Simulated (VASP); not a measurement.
## Cu3O2: relaxation of cell and atoms with BLYP

The system is Cu3O2.

```
Cu O
1.0
    -2.02298    2.02298    3.67362
     2.02298   -2.02298    3.67362
     2.02298    2.02298   -3.67362
Cu O
3 2
Cartesian
  0.0000 0.0000 0.0000
  0.0000 2.0230 1.8368
  2.0230 0.0000 1.8368
  0.0000 2.0230 0.0000
  2.0230 0.0000 0.0000
```

```
Program                : VASP 6.6.1
Task                   : relaxation of cell and atoms
Functional             : BLYP
Potentials or basis    : VASP PAW PBE potentials, release 64 (Cu, O)
Cutoff                 : 600 eV
k mesh                 : 9 × 9 × 9
Occupations            : fermi-dirac, width 0.05 eV
Spin                   : no spin polarisation
Dipole correction      : no
Further INCAR settings : ALGO = Normal; EDIFF = 1e-07; IBRION = 2; EDIFFG = -0.01; NSW = 60; ISIF = 3
```

- Relaxed volume: 12.96 Å³/atom
- Relaxed cell: a = 4.739 Å, b = 4.739 Å, c = 4.739 Å, α = 127.62°, β = 127.62°, γ = 77.25°
- Space group after relaxing (to 0.1 Å): I4/mmm (No. 139)
- Energy gained by relaxing: 18.3 meV/atom
- Ionic steps: 9
- Pressure after relaxing: 0.0 GPa
- Band gap on the k mesh: zero (an odd number of electrons rules out a gap without spin polarisation)

Stress tensor (GPa, compression positive):
```
 0.00  0.00  0.00
 0.00  0.00  0.00
 0.00  0.00 -0.10
```

Step by step:
```csv
step,energy change (eV),largest force (eV/Å),pressure (GPa),volume (Å³)
1,0.0000,0.0000,7.35,60.14
2,-0.0490,0.0000,-2.91,65.07
3,-0.0693,0.0000,0.32,63.25
4,-0.0867,0.0000,0.24,64.02
5,-0.0914,0.0000,0.26,64.72
6,-0.0915,0.0000,0.21,64.68
7,-0.0914,0.0000,0.21,64.66
8,-0.0915,0.0000,-0.15,64.85
9,-0.0915,0.0000,-0.03,64.79
```

Final structure:
```
CELL_PARAMETERS angstrom
-2.09164 2.09164 3.70221
2.09164 -2.09164 3.70221
2.09164 2.09164 -3.70221
ATOMIC_POSITIONS crystal
Cu 0.00000 0.00000 0.00000
Cu 0.75000 0.25000 0.50000
Cu 0.25000 0.75000 0.50000
O 0.50000 0.00000 0.50000
O 0.00000 0.50000 0.50000
```

Levels at points of the mesh, in eV from the Fermi level:
| k point | band 20 | band 21 | band 22 | band 23 | band 24 | band 25 | band 26 | band 27 |
| --- | --- | --- | --- | --- | --- | --- | --- | --- |
| (0.00, 0.00, 0.00) | -1.42 | -0.62 | -0.62 | 0.33 | 0.54 | 5.29 | 5.29 | 6.59 |

Wall time 29 min on 1 thread of AMD EPYC 7R32 (Zen 2) (shared host), peak memory 0.3 GiB.

Caveat: the PAW data sets were made with another functional, which shifts forces and pressure a little. With open d or f shells a metallic result of BLYP can be an artefact of self-interaction; +U or a hybrid may open a gap.
